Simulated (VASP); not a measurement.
Write the native input for VASP 6.6.1 that does the following.

- Task: single point
- Functional: PBEsol
- Potentials or basis: VASP PAW PBE potentials, release 64 (Au)
- Cutoff: 520 eV
- k mesh: 22 × 22 × 22
- Occupations: gaussian, width 0.15 eV
- Spin: no spin polarisation
- Dipole correction: no
- Further INCAR settings: ALGO = Fast; EDIFF = 1e-06; NBANDS = 12

The structure of Au lies in POSCAR:

```
Au
1.0
   -0.2159367241      1.9434305171      1.9434305171
    1.9434305171     -0.2159367241      1.9434305171
    1.9434305171      1.9434305171     -0.2159367241
Au
1
Direct
    0.0000000000      0.0000000000      0.0000000000
```

This cell differs from its parent crystal: ratio of the length along [111] to the lengths across it x 0.85, volume and fractional coordinates fixed.

These files were run (other wordings do the same):

INCAR

```
SYSTEM = Au
PREC = Accurate ; ENCUT = 520
EDIFF = 1E-6 ; ISMEAR = 0
SIGMA = 0.15 ; LREAL = .FALSE.
LASPH = .TRUE. ; NELM = 60
ALGO = Fast ; ISIF = 2
LWAVE = .FALSE. ; LCHARG = .FALSE.
GGA = PS ; NBANDS = 12
```

KPOINTS

```
regular mesh
0
G
  22 22 22
  0 0 0
```

Potentials or basis: VASP PAW PBE potentials, release 64 (Au).

The run is started by

```bash
$ cat potpaw_PBE.64/Au/POTCAR > POTCAR
$ mpirun -np 1 vasp_std > vasp.out
```

Results of the run:

```yaml
Pressure: 2.6 GPa
```

Caveat: the PAW data sets were made with another functional, which shifts forces and pressure a little.

Wall time 5.7 min on 1 thread of AMD EPYC 7571, with other jobs on the host, peak memory 0.28 GiB.
